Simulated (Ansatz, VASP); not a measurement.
# CsPbCl3 in VASP and in Ansatz

Contents of INCAR:

```
  PREC = Accurate
  ENCUT = 520
  EDIFF = 1E-7
  ISMEAR = 0
  SIGMA = 0.05
  LREAL = F
  LASPH = T
  NELM = 150
  ALGO = Normal
  ISIF = 2
  LWAVE = F
  LCHARG = F
  MAGMOM = 0 0 0 0 0 0 0 0 0 0 0 0 0 0 0
  LORBIT = 11
  LSORBIT = T
  GGA_COMPAT = F
  LORBMOM = T
  GGA = PE
  NBANDS = 59
```

KPOINTS

```
regular mesh
0
Gamma
  4 4 4
```

File POSCAR:

```
CsPbCl3
1.0
    5.6050019085      0.0000000000      0.0000000000
    0.0000000000      5.6050019085      0.0000000000
    0.0000000000      0.0000000000      5.6050019085
Cs Pb Cl
1 1 3
Direct
    0.0000000000      0.0000000000      0.0000000000
    0.5000000000      0.5000000000      0.5000000000
    0.0000000000      0.5000000000      0.5000000000
    0.5000000000      0.5000000000      0.0000000000
    0.5000000000      0.0000000000      0.5000000000
```

Input for Ansatz:

```yaml
crystal:
  lattice:
    - [5.6050019085, 0.0, 0.0]
    - [0.0, 5.6050019085, 0.0]
    - [0.0, 0.0, 5.6050019085]
  atoms:
    - { symbol: Cs, position: [0.0, 0.0, 0.0] }
    - { symbol: Pb, position: [0.5, 0.5, 0.5] }
    - { symbol: Cl, position: [0.0, 0.5, 0.5] }
    - { symbol: Cl, position: [0.5, 0.5, 0.0] }
    - { symbol: Cl, position: [0.5, 0.0, 0.5] }
basis:
  ecutwfc: 420
  ecutrho_ratio: 4
kpoints:
  mp_grid: { grid: [4, 4, 4] }
hamiltonian:
  xc: pbe
scf:
  occupations: { method: gaussian, width: 0.05 }
output:
  forces: true
  stress: true
  eigenvalues: true
  populations: true
  topological_invariants: true
magnetization:
  noncollinear: true
  spin_orbit: true
```

Alike in both runs: task single point; functional PBE; k mesh 4 × 4 × 4; occupations gaussian, width 0.05 eV; non-collinear spin, spin-orbit coupling.

|  | VASP | Ansatz |
| --- | --- | --- |
| version | VASP 6.6.1 | Ansatz 0.2.0 |
| potentials or method | VASP PAW PBE potentials, release 64 (Cs_sv, Pb_d, Cl), cutoff 520 eV | plane waves, PAW |
| valence electrons in the cell | 44 | 44 |

|  | VASP | Ansatz | Ansatz less VASP |
| --- | --- | --- | --- |
| pressure (GPa) | 1.7 | 1.8 | +0.02 |
